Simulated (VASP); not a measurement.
# BN (P6_3/mmc) in VASP: notebook, part 2 of 2

VASP 6.6.1. The steps go on from the part before.

## 3. Electric field gradients, PBE (volume scaled by 0.96)

File INCAR:

```
SYSTEM = BN
PREC = Accurate ; ENCUT = 520
EDIFF = 1E-8 ; ISMEAR = -1
SIGMA = 0.02 ; LREAL = .FALSE.
LASPH = .TRUE. ; NELM = 60
ALGO = Normal ; ISIF = 2
LWAVE = .FALSE. ; LCHARG = .FALSE.
GGA = PE ; LEFG = .TRUE.
NBANDS = 16
```

File KPOINTS:

```
Automatic mesh
0
G
  11 11 4
  0 0 0
```

File POSCAR:

```
BN
1.0
    2.4701498301      0.0000000000      0.0000000000
   -1.2350749151      2.1392125040      0.0000000000
    0.0000000000      0.0000000000      6.5711727478
B N
2 2
Direct
    0.3333333333      0.6666666667      0.2500000000
    0.6666666667      0.3333333333      0.7500000000
    0.3333333333      0.6666666667      0.7500000000
    0.6666666667      0.3333333333      0.2500000000
```

Potentials or basis: VASP PAW PBE potentials, release 64 (B, N).

The run is started by

```sh
$ cat potpaw_PBE.64/B/POTCAR potpaw_PBE.64/N/POTCAR > POTCAR
$ mpirun -np 1 vasp_std > vasp.out
```

OUTCAR:

```text
SYSTEM = BN
   PREC = Accurate
   ENCUT = 520
   EDIFF = 1E-8
   ISMEAR = -1
   LREAL = .FALSE.
   LASPH = .TRUE.
   NELM = 60
   ISIF = 2
   GGA = PE

 ion  position               nearest neighbor table
   1  0.333  0.667  0.250-   4 1.43   4 1.43   4 1.43
   2  0.667  0.333  0.750-   3 1.43   3 1.43   3 1.43
   3  0.333  0.667  0.750-   2 1.43   2 1.43   2 1.43
   4  0.667  0.333  0.250-   1 1.43   1 1.43   1 1.43

  LATTYP: Found a hexagonal cell.
 ALAT       =     2.4701498301
 C/A-ratio  =     2.6602324554

  Lattice vectors:

 A1 = (   2.4701498301,   0.0000000000,   0.0000000000)
 A2 = (  -1.2350749151,   2.1392125040,   0.0000000000)
 A3 = (   0.0000000000,   0.0000000000,   6.5711727478)

Analysis of symmetry for initial positions (statically):
=====================================================================
 Subroutine PRICEL returns:
 Original cell was already a primitive cell.

 Routine SETGRP: Setting up the symmetry group for a
 hexagonal supercell.

 Subroutine GETGRP returns: Found 24 space group operations
 (whereof 12 operations were pure point group operations)
 out of a pool of 24 trial point group operations.

The static configuration has the point symmetry D_3d.
 The point group associated with its full space group is D_6h.

Analysis of symmetry for dynamics (positions and initial velocities):
=====================================================================
 Subroutine PRICEL returns:
 Original cell was already a primitive cell.

 Routine SETGRP: Setting up the symmetry group for a
 hexagonal supercell.

 Subroutine GETGRP returns: Found 24 space group operations
 (whereof 12 operations were pure point group operations)
 out of a pool of 24 trial point group operations.

The dynamic configuration has the point symmetry D_3d.
 The point group associated with its full space group is D_6h.

 Subroutine INISYM returns: Found 24 space group operations
 (whereof 12 operations are pure point group operations),
 and found     1 'primitive' translations

----------------------------------------------------------------------------------------

                                     Primitive cell

  volume of cell :      34.7232

  direct lattice vectors                    reciprocal lattice vectors
     2.470149830  0.000000000  0.000000000     0.404833742  0.233730870  0.000000000
    -1.235074915  2.139212504  0.000000000     0.000000000  0.467461740  0.000000000
     0.000000000  0.000000000  6.571172748     0.000000000  0.000000000  0.152179837

  length of vectors
     2.470149830  2.470149830  6.571172748     0.467461740  0.467461740  0.152179837

  position of ions in fractional coordinates (direct lattice)
     0.333333333  0.666666667  0.250000000
     0.666666667  0.333333333  0.750000000
     0.333333333  0.666666667  0.750000000
     0.666666667  0.333333333  0.250000000

  ion indices of the primitive-cell ions
   primitive index   ion index
                 1           1
                 2           2
                 3           3
[... 83 lines left out ...]
   PSTRESS=    0.0 pullay stress
   NELECT =      16.0000    total number of electrons
   NUPDOWN=      -1.0000    fix difference up-down
   EMIN   =  10.00;   EMAX   =-10.00  energy-range for DOS
   EFERMI =   0.00;   METHOD = LEGACY
   ISMEAR =    -1;   SIGMA  =   0.02  broadening in eV -4-tet -1-fermi 0-gaus
   EFERMI_NEDOS =   21; number of points for ismear=-14 and -15
   IALGO  =     38    algorithm
   IMIX   =      4    mixing-type and parameters
     AMIX     =   0.40;   BMIX     =  1.00
     AMIX_MAG =   1.60;   BMIX_MAG =  1.00
  volume/ion in A,a.u.               =       8.68        58.58
  Fermi-wavevector in a.u.,A,eV,Ry     =   1.264469  2.389500 21.754102  1.598881
  Thomas-Fermi vector in A             =   2.397772
   LORBIT       =      0    0 simple, 1 ext, 2 COOP (PROOUT), +10 PAW based schemes
   GGA     = PE    functional components
   LHFCALC =     F    Hartree Fock is set to
   AEXX    =    0.0000 exact exchange contribution
   IVDW    =     0    specifies the selected vdW correction
   LEPSILON=     F    determine dielectric tensor
   LRPA    =     F    only Hartree local field effects (RPA)
 non-spin polarized calculation
  energy-cutoff  :      520.00
  volume of cell :       34.72
 maximum number of plane-waves:       955
   NGX =  9   NGY =  9   NGZ = 25

 number of electron      15.9999997 magnetization

 Free energy of the ion-electron system (eV)
  ---------------------------------------------------
  ext. energy  EPLUGINS =         0.00000000
  ---------------------------------------------------
  free energy    TOTEN  =       -35.07518615 eV

  energy without entropy =      -35.07518615  energy(sigma->0) =      -35.07518615

 E-fermi :   2.9898     XC(G=0): -10.2236

 val. band max:        2.5662416482   @ k =   0.3636   0.2727   0.0000
 cond. band min:       6.9510377404   @ k =   0.4545   0.0909   0.0000
 fundamental gap:      4.3847960921
 Fermi energy:         2.9898161725

 k-point     1 :       0.0000    0.0000    0.0000
  band No.  band energies     occupation
      1     -15.5176      2.00000
      2     -15.2029      2.00000
      3      -3.9280      2.00000
      4      -1.7213      2.00000
      5       1.2554      2.00000
      6       1.2554      2.00000
[... 433 lines left out ...]
      3      -2.2611      2.00000
      4      -2.1673      2.00000
      5      -2.0286      2.00000
      6      -0.6980      2.00000
[... 8 lines left out ...]
     15      17.9499      0.00000
     16      17.9791      0.00000

 [... further k-points ...]
[... 5 lines left out ...]
  --------------------------------------------------------------------------------------
  -------------------------------------------------------------------------------------
  Total        4.2785663      4.2785663      0.7111543     -0.0000000      0.0000000      0.0000000
  in kB      197.4189054    197.4189054     32.8136319     -0.0000000      0.0000000      0.0000000
  external PRESSURE =     142.5504809 kB  Pullay stress =       0.0000000 kB

 VOLUME and BASIS-vectors are now :
 -----------------------------------------------------------------------------
  energy-cutoff  :      520.00
  volume of cell :       34.72
      direct lattice vectors                 reciprocal lattice vectors
     2.470149830  0.000000000  0.000000000     0.404833742  0.233730870  0.000000000
    -1.235074915  2.139212504  0.000000000     0.000000000  0.467461740  0.000000000
     0.000000000  0.000000000  6.571172748     0.000000000  0.000000000  0.152179837

 POSITION                                       TOTAL-FORCE (eV/Angst)
 -----------------------------------------------------------------------------------
     -0.00000      1.42614      1.64279        -0.000000     -0.000000      0.000000
      1.23507      0.71307      4.92838         0.000000      0.000000      0.000000
     -0.00000      1.42614      4.92838        -0.000000      0.000000      0.000000
      1.23507      0.71307      1.64279        -0.000000     -0.000000      0.000000
 -----------------------------------------------------------------------------------
    total drift:                               -0.000000      0.000000      0.000000

  FREE ENERGIE OF THE ION-ELECTRON SYSTEM (eV)
  ---------------------------------------------------
  free  energy   TOTEN  =       -35.0751861543 eV

  energy  without entropy=      -35.0751861543  energy(sigma->0) =      -35.07518615

 Electric field gradients (V/A^2)
---------------------------------------------------------------------
 ion       V_xx      V_yy      V_zz      V_xy      V_xz      V_yz
---------------------------------------------------------------------
   1     -18.031   -18.031    36.062     0.000    -0.000    -0.000
   2     -18.031   -18.031    36.062     0.000    -0.000    -0.000
   3      -2.984    -2.985     5.969    -0.002     0.000     0.000
   4      -2.984    -2.985     5.969    -0.002     0.000     0.000
---------------------------------------------------------------------

 Electric field gradients after diagonalization (V/A^2)
 (convention: |V_zz| > |V_xx| > |V_yy|)
----------------------------------------------------------------------
 ion       V_xx      V_yy      V_zz     asymmetry (V_yy - V_xx)/ V_zz
----------------------------------------------------------------------
   1     -18.031   -18.031    36.062       0.000
   2     -18.031   -18.031    36.062       0.000
   3      -2.986    -2.983     5.969       0.001
   4      -2.986    -2.983     5.969       0.001
----------------------------------------------------------------------

           NMR quadrupolar parameters

 Cq : quadrupolar parameter    Cq=e*Q*V_zz/h
 eta: asymmetry parameters     (V_yy - V_xx)/ V_zz
 Q  : nuclear electric quadrupole moment in mb (millibarn)
----------------------------------------------------------------------
 ion       Cq(MHz)       eta       Q (mb)
----------------------------------------------------------------------
   1       0.087       0.000       1.000
   2       0.087       0.000       1.000
   3       0.014       0.001       1.000
   4       0.014       0.001       1.000
----------------------------------------------------------------------
```

stdout:

```text
POSCAR found type information on POSCAR B N
 POSCAR found :  2 types and       4 ions
 scaLAPACK will be used
 LDA part: xc-table for (Slater+PW92), standard interpolation
 POSCAR, INCAR and KPOINTS ok, starting setup
 FFT: planning ... GRIDC
 FFT: planning ... GRID_SOFT
 FFT: planning ... GRID
 WAVECAR not read
 entering main loop
ion   1

ion   2

ion   3

ion   4
```

Run time: 11 s. Hardware: 1 thread of Intel Xeon 6975P-C (Granite Rapids), shared host; peak memory 0.15 GiB.

What came out:

```yaml
Free_energy: -35.0752 eV
Pressure: 14.3 GPa
Band_gap_on_the_k_mesh: 4.38 eV, indirect (least direct gap 4.77 eV)
```

Stress tensor (GPa, compression positive):
```
19.74  0.00  0.00
 0.00 19.74  0.00
 0.00  0.00  3.28
```

Levels at points of the mesh, in eV from the valence-band top:
```csv
k point,band 5,band 6,band 7,band 8,band 9,band 10,band 11,band 12
"(0.00, 0.00, 0.00)",-1.31,-1.31,-1.27,-1.27,5.29,10.56,11.86,11.86
"(0.00, 0.00, 0.50)",-1.29,-1.29,-1.29,-1.29,7.77,7.77,11.92,11.92
```

Electric field gradients, principal values (V/Å²):
| atom | least | middle | greatest (by size) |
| --- | --- | --- | --- |
| 1 B | -18.031 | -18.031 | 36.062 |
| 2 B | -18.031 | -18.031 | 36.062 |
| 3 N | -2.983 | -2.986 | 5.969 |
| 4 N | -2.983 | -2.986 | 5.969 |

Caveat: without QUAD_EFG the Cq values of the log hold for a quadrupole moment of 1 mb, not for the nuclei; this functional lacks dispersion, which binds the layers, so the pressure and a relaxed spacing across them are unreliable.
